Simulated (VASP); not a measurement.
# Tc (Fm-3m) in VASP: a series of runs, part 2 of 2

VASP 6.6.1.

**3. Relaxation of cell and atoms, LDA, target pressure 10 GPa, at which the enthalpy is minimised**

Contents of INCAR:

```
SYSTEM = Tc
PREC = Accurate ; ENCUT = 500
EDIFF = 1E-7 ; ISMEAR = -1
SIGMA = 0.1 ; LREAL = .FALSE.
LASPH = .TRUE. ; NELM = 120
ALGO = Normal ; ISIF = 3
LWAVE = .FALSE. ; LCHARG = .FALSE.
IBRION = 2 ; NSW = 80
EDIFFG = -0.02 ; PSTRESS = 100.0
GGA_COMPAT = .FALSE. ; NELMIN = 4
```

Contents of KPOINTS:

```
Automatic mesh
0
G
  9 9 9
  0 0 0
```

Contents of POSCAR:

```
Tc
1.0
    0.0000000000      1.9250000000      1.9250000000
    1.9250000000      0.0000000000      1.9250000000
    1.9250000000      1.9250000000      0.0000000000
Tc
1
Direct
    0.0000000000      0.0000000000      0.0000000000
```

Potentials or basis: VASP PAW LDA potentials, release 64 (Tc_pv).

Command:

```sh
cat potpaw_LDA.64/Tc_pv/POTCAR > POTCAR
mpirun -np 1 vasp_std > vasp.out
```

OUTCAR:

```text
SYSTEM = Tc
   PREC = Accurate
   ENCUT = 500
   EDIFF = 1E-7
   ISMEAR = -1
   LREAL = .FALSE.
   LASPH = .TRUE.
   NELM = 120
   ISIF = 3
   IBRION = 2
   NSW = 80
   EDIFFG = -0.02
   PSTRESS = 100.0
   NELMIN = 4

 ion  position               nearest neighbor table
   1  0.000  0.000  0.000-

  LATTYP: Found a face centered cubic cell.
 ALAT       =     3.8500000000

  Lattice vectors:

 A1 = (   0.0000000000,   1.9250000000,   1.9250000000)
 A2 = (   1.9250000000,   0.0000000000,   1.9250000000)
 A3 = (   1.9250000000,   1.9250000000,   0.0000000000)

Analysis of symmetry for initial positions (statically):
=====================================================================
 Subroutine PRICEL returns:
 Original cell was already a primitive cell.

 Routine SETGRP: Setting up the symmetry group for a
 face centered cubic supercell.

 Subroutine GETGRP returns: Found 48 space group operations
 (whereof 48 operations were pure point group operations)
 out of a pool of 48 trial point group operations.

The static configuration has the point symmetry O_h .

Analysis of symmetry for dynamics (positions and initial velocities):
=====================================================================
 Subroutine PRICEL returns:
 Original cell was already a primitive cell.

 Routine SETGRP: Setting up the symmetry group for a
 face centered cubic supercell.

 Subroutine GETGRP returns: Found 48 space group operations
 (whereof 48 operations were pure point group operations)
 out of a pool of 48 trial point group operations.

The dynamic configuration has the point symmetry O_h .

 Subroutine INISYM returns: Found 48 space group operations
 (whereof 48 operations are pure point group operations),
 and found     1 'primitive' translations

----------------------------------------------------------------------------------------

                                     Primitive cell

  volume of cell :      14.2667

  direct lattice vectors                    reciprocal lattice vectors
     0.000000000  1.925000000  1.925000000    -0.259740260  0.259740260  0.259740260
     1.925000000  0.000000000  1.925000000     0.259740260 -0.259740260  0.259740260
     1.925000000  1.925000000  0.000000000     0.259740260  0.259740260 -0.259740260

  length of vectors
     2.722361108  2.722361108  2.722361108     0.449883327  0.449883327  0.449883327

  position of ions in fractional coordinates (direct lattice)
     0.000000000  0.000000000  0.000000000

  ion indices of the primitive-cell ions
   primitive index   ion index
                 1           1

----------------------------------------------------------------------------------------

 KPOINTS: Automatic mesh

Automatic generation of k-mesh.
 Grid dimensions read from file:
 generate k-points for:    9    9    9

 Generating k-lattice:

  Cartesian coordinates                     Fractional coordinates (reciprocal lattice)
    -0.028860029  0.028860029  0.028860029     0.111111111  0.000000000  0.000000000
     0.028860029 -0.028860029  0.028860029     0.000000000  0.111111111  0.000000000
     0.028860029  0.028860029 -0.028860029     0.000000000  0.000000000  0.111111111

[... 42 lines left out ...]
   dimension x,y,z NGXF=    40 NGYF=   40 NGZF=   40
   ions per type =               1
   NGX,Y,Z   is equivalent  to a cutoff of  12.21, 12.21, 12.21 a.u.
   NGXF,Y,Z  is equivalent  to a cutoff of  24.43, 24.43, 24.43 a.u.
 SYSTEM =  Tc
   PREC   = accura    normal or accurate (medium, high low for compatibility)
   ISTART =      0    job   : 0-new  1-cont  2-samecut
   ICHARG =      2    charge: 1-file 2-atom 10-const
   ISPIN  =      1    spin polarized calculation?
   LNONCOLLINEAR =      F non collinear calculations
   LSORBIT =      F    spin-orbit coupling
   LASPH  =      T    aspherical Exc in radial PAW
   ENCUT  =  500.0 eV  36.75 Ry    6.06 a.u.   4.96  4.96  4.96*2*pi/ulx,y,z
   NELM   =    120;   NELMIN=  4; NELMDL= -5     # of ELM steps
   EDIFF  = 0.1E-06   stopping-criterion for ELM
   LREAL  =      F    real-space projection
   EDIFFG = -.2E-01   stopping-criterion for IOM
   NSW    =     80    number of steps for IOM
   IBRION =      2    ionic relax: 0-MD 1-quasi-New 2-CG
   NFREE  =      1    steps in history (QN), initial steepest desc. (CG)
   ISIF   =      3    stress and relaxation
   ISYM   =      2    0-nonsym 1-usesym 2-fastsym
   POTIM  = 0.5000    time-step for ionic-motion
   TEBEG  =    0.0;   TEEND  =   0.0 temperature during run
   PSTRESS=  100.0 pullay stress
   NELECT =      13.0000    total number of electrons
   NUPDOWN=      -1.0000    fix difference up-down
   EMIN   =  10.00;   EMAX   =-10.00  energy-range for DOS
   EFERMI =   0.00;   METHOD = LEGACY
   ISMEAR =    -1;   SIGMA  =   0.10  broadening in eV -4-tet -1-fermi 0-gaus
   EFERMI_NEDOS =   21; number of points for ismear=-14 and -15
   IALGO  =     38    algorithm
   IMIX   =      4    mixing-type and parameters
     AMIX     =   0.40;   BMIX     =  1.00
     AMIX_MAG =   1.60;   BMIX_MAG =  1.00
  volume/ion in A,a.u.               =      14.27        96.28
  Fermi-wavevector in a.u.,A,eV,Ry     =   1.587140  2.999260 34.273254  2.519013
  Thomas-Fermi vector in A             =   2.686343
   LORBIT       =      0    0 simple, 1 ext, 2 COOP (PROOUT), +10 PAW based schemes
   GGA     = CA    functional components
   LHFCALC =     F    Hartree Fock is set to
   AEXX    =    0.0000 exact exchange contribution
   IVDW    =     0    specifies the selected vdW correction
   LEPSILON=     F    determine dielectric tensor
   LRPA    =     F    only Hartree local field effects (RPA)
 conjugate gradient relaxation of ions
 non-spin polarized calculation
  energy-cutoff  :      500.00
  volume of cell :       14.27
 maximum number of plane-waves:       375
   NGX =  9   NGY =  9   NGZ =  9

--------------------------------------- Ionic step        1  -------------------------------------------

 number of electron      12.9999996 magnetization

 Free energy of the ion-electron system (eV)
  ---------------------------------------------------
  ext. energy  EPLUGINS =         0.00000000
  ---------------------------------------------------
  free energy    TOTEN  =       -11.65607757 eV

  energy without entropy =      -11.61278730  energy(sigma->0) =      -11.63443244

------------------------ aborting loop because EDIFF is reached ----------------------------------------

  FORCE on cell =-STRESS in cart. coord.  units (eV):
  Direction    XX          YY          ZZ          XY          YZ          ZX
  --------------------------------------------------------------------------------------
  -------------------------------------------------------------------------------------
  Total       -0.8638880     -0.8638880     -0.8638880      0.0000000     -0.0000000      0.0000000
  in kB      -97.0165490    -97.0165490    -97.0165490      0.0000000     -0.0000000      0.0000000
  external PRESSURE =    -197.0165490 kB  Pullay stress =     100.0000000 kB
[... 135 lines left out ...]
--------------------------------------- Ionic step        5  -------------------------------------------

 number of electron      13.0000002 magnetization

 Free energy of the ion-electron system (eV)
  ---------------------------------------------------
  ext. energy  EPLUGINS =         0.00000000
  ---------------------------------------------------
  free energy    TOTEN  =       -11.65789408 eV

  energy without entropy =      -11.61631841  energy(sigma->0) =      -11.63710624

 E-fermi :  13.8145     XC(G=0): -14.3837

 val. band max:       13.7804668387   @ k =  -0.4444   0.1111   0.0000
 cond. band min:      13.8652407265   @ k =   0.2222   0.1111   0.0000
 fundamental gap:      0.0847738878
 Fermi energy:        13.8144538308

 k-point     1 :       0.0000    0.0000    0.0000
  band No.  band energies     occupation
      1     -24.2511      2.00000
      2     -24.2511      2.00000
      3     -24.2511      2.00000
      4       6.0181      2.00000
      5      11.8107      2.00000
      6      11.8107      2.00000
      7      11.8107      2.00000
      8      14.7034      0.00028
      9      14.7034      0.00028
     10      27.7676      0.00000
[... 287 lines left out ...]
 k-point    24 :       0.4444    0.4444    0.0000
  band No.  band energies     occupation
      1     -25.6879      2.00000
      2     -24.7988      2.00000
      3     -24.7988      2.00000
      4       7.4252      2.00000
      5       8.0289      2.00000
      6      16.8378      0.00000
      7      17.3059      0.00000
      8      17.3059      0.00000
      9      17.4551      0.00000
     10      27.8299      0.00000

 [... further k-points ...]

------------------------ aborting loop because EDIFF is reached ----------------------------------------

  FORCE on cell =-STRESS in cart. coord.  units (eV):
  Direction    XX          YY          ZZ          XY          YZ          ZX
  --------------------------------------------------------------------------------------
  -------------------------------------------------------------------------------------
  Total        0.8405651      0.8405651      0.8405651     -0.0000000      0.0000000      0.0000000
  in kB      100.0270739    100.0270739    100.0270739     -0.0000000      0.0000000      0.0000000
  external PRESSURE =       0.0270739 kB  Pullay stress =     100.0000000 kB
[... 20 lines left out ...]
  energy  without entropy=      -11.6163184129  energy(sigma->0) =      -11.63710624

  enthalpy is  TOTEN    =       -10.8175565332 eV   P V=        0.8403375419

 reached required accuracy - stopping structural energy minimisation
```

Run time: 7.2 s. Hardware: 1 thread of Intel Xeon 6975P-C (Granite Rapids), shared host; peak memory 0.13 GiB.

Results:

- Free energy: -11.6579 eV
- Relaxed volume: 13.46 Å³/atom
- Relaxed cell: a = 2.670 Å, b = 2.670 Å, c = 2.670 Å, α = 60.00°, β = 60.00°, γ = 60.00°
- Space group after relaxing (to 0.1 Å): Fm-3m (No. 225)
- Energy change on relaxing (the run minimises the enthalpy): -1.8 meV/atom
- Ionic steps: 5
- Pressure after relaxing: 10.0 GPa
- Band gap on the k mesh: zero (an odd number of electrons rules out a gap without spin polarisation)

The path:
```
step  energy change (eV)  largest force (eV/Å)  pressure (GPa)  volume (Å³)
   1              0.0000                0.0000           -9.70        14.27
   2              0.9650                0.0000          133.31        10.94
   3             -0.0057                0.0000            8.05        13.53
   4             -0.0028                0.0000            9.55        13.48
   5             -0.0018                0.0000           10.00        13.46
```

Final structure:
```xyz
1
Lattice="0.0000 1.8882 1.8882 1.8882 0.0000 1.8882 1.8882 1.8882 0.0000" Properties=species:S:1:pos:R:3 pbc="T T T"
Tc    0.0000    0.0000    0.0000
```

Caveat: the cell is relaxed towards a set pressure, so the run minimises the enthalpy, not the energy.

**4. Relaxation of cell and atoms, LDA, target pressure 20 GPa, at which the enthalpy is minimised**

Contents of INCAR:

```
SYSTEM = Tc
PREC = Accurate
ENCUT = 500
EDIFF = 1E-7
ISMEAR = -1
SIGMA = 0.1
LREAL = .False.
LASPH = .True.
NELM = 120
ALGO = Normal
ISIF = 3
LWAVE = .False.
LCHARG = .False.
GGA = CA
IBRION = 2
NSW = 80
EDIFFG = -0.02
PSTRESS = 200.0
GGA_COMPAT = .False.
NELMIN = 4
```

Contents of KPOINTS:

```
regular mesh
0
Gamma
  9 9 9
  0 0 0
```

POSCAR is that of step 3.

Command:

```sh
cat potpaw_LDA.64/Tc_pv/POTCAR > POTCAR
mpirun -np 1 vasp_std > vasp.out
```

Run time: 7.4 s. Hardware: 1 thread of Intel Xeon 6975P-C (Granite Rapids), shared host; peak memory 0.13 GiB.

Results (log left out):

| Quantity | Value |
| --- | --- |
| Free energy | -11.6274 eV |
| Relaxed volume | 13.14 Å³/atom |
| Relaxed cell | a = 2.648 Å, b = 2.648 Å, c = 2.648 Å, α = 60.00°, β = 60.00°, γ = 60.00° |
| Space group after relaxing (to 0.1 Å) | Fm-3m (No. 225) |
| Energy change on relaxing (the run minimises the enthalpy) | +28.7 meV/atom |
| Ionic steps | 5 |
| Pressure after relaxing | 20.0 GPa |
| Band gap on the k mesh | zero (an odd number of electrons rules out a gap without spin polarisation) |

The path:
```
step  energy change (eV)  largest force (eV/Å)  pressure (GPa)  volume (Å³)
   1              0.0000                0.0000           -9.70        14.27
   2              2.8384                0.0000          289.95         9.47
   3              0.0106                0.0000           14.74        13.30
   4              0.0222                0.0000           18.27        13.19
   5              0.0287                0.0000           20.00        13.14
```

Final structure:
```
CELL_PARAMETERS angstrom
0.00000 1.87271 1.87271
1.87271 0.00000 1.87271
1.87271 1.87271 0.00000
ATOMIC_POSITIONS crystal
Tc 0.00000 0.00000 0.00000
```

Levels at points of the mesh, in eV from the Fermi level:
```csv
k point,band 3,band 4,band 5,band 6,band 7,band 8,band 9,band 10
"(0.00, 0.00, 0.00)",-38.03,-7.90,-2.08,-2.08,-2.08,0.92,0.92,13.92
```

Caveat: the cell is relaxed towards a set pressure, so the run minimises the enthalpy, not the energy.

**5. Relaxation of cell and atoms, LDA, target pressure 30 GPa, at which the enthalpy is minimised**

Contents of INCAR:

```
ALGO = Normal
EDIFF = 1E-7
EDIFFG = -0.02
ENCUT = 500
GGA_COMPAT = F
IBRION = 2
ISIF = 3
ISMEAR = -1
LASPH = T
LCHARG = F
LREAL = F
LWAVE = F
NELM = 120
NELMIN = 4
NSW = 80
PREC = Accurate
PSTRESS = 300.0
SIGMA = 0.1
```

Contents of KPOINTS:

```
k-points
0
Gamma
  9 9 9
```

POSCAR is that of step 4.

Command:

```sh
cat potpaw_LDA.64/Tc_pv/POTCAR > POTCAR
mpirun -np 1 vasp_std > vasp.out
```

Wall time 7.5 s (1 thread of Intel Xeon 6975P-C (Granite Rapids), shared host); peak memory 0.13 GiB.

Results (log left out):

```yaml
Free_energy: -11.5818 eV
Relaxed_volume: 12.84 Å³/atom
Relaxed_cell: a = 2.629 Å, b = 2.629 Å, c = 2.629 Å, α = 60.00°, β = 60.00°, γ = 60.00°
Space_group_after_relaxing_to_0.1_Å: Fm-3m (No. 225)
Energy_change_on_relaxing_the_run_minimises_the_enthalpy: +74.3 meV/atom
Ionic_steps: 5
Pressure_after_relaxing: 30.1 GPa
Band_gap_on_the_k_mesh: zero (an odd number of electrons rules out a gap without spin polarisation)
```

Step by step:
```tsv
step	energy change (eV)	largest force (eV/Å)	pressure (GPa)	volume (Å³)
1	0.0000	0.0000	-9.70	14.27
2	6.1867	0.0000	539.05	8.14
3	0.0255	0.0000	19.16	13.16
4	0.0525	0.0000	25.61	12.97
5	0.0743	0.0000	30.06	12.84
```

Final structure:
```
Tc
1.0
     0.00000    1.85869    1.85869
     1.85869    0.00000    1.85869
     1.85869    1.85869    0.00000
Tc
1
Direct
  0.00000 0.00000 0.00000
```

Levels at points of the mesh, in eV from the Fermi level:
```
           k point  band 4  band 5  band 6  band 7  band 8  band 9  band 10
(0.00, 0.00, 0.00)   -7.99   -2.16   -2.16   -2.16    0.95    0.95    13.89
```

Caveat: the cell is relaxed towards a set pressure, so the run minimises the enthalpy, not the energy.

**6. Overview**

```tsv
cell	gap on the mesh (eV)	pressure (GPa)
relaxed	none	0.0
relaxed to 10 GPa	none	10.0
relaxed to 20 GPa	none	20.0
relaxed to 30 GPa	none	30.1
```

Alike in all rows: task relaxation of cell and atoms; level LDA; potentials or basis VASP PAW LDA potentials, release 64 (Tc_pv); no spin polarisation; k mesh 9 × 9 × 9; cutoff (eV) 500; smearing fermi-dirac 0.1 eV.

Caveats: the cell is relaxed towards a set pressure, so the run minimises the enthalpy, not the energy (at least some runs).

Total energies depend on the potentials used, so only differences within one code and one set of settings carry meaning.
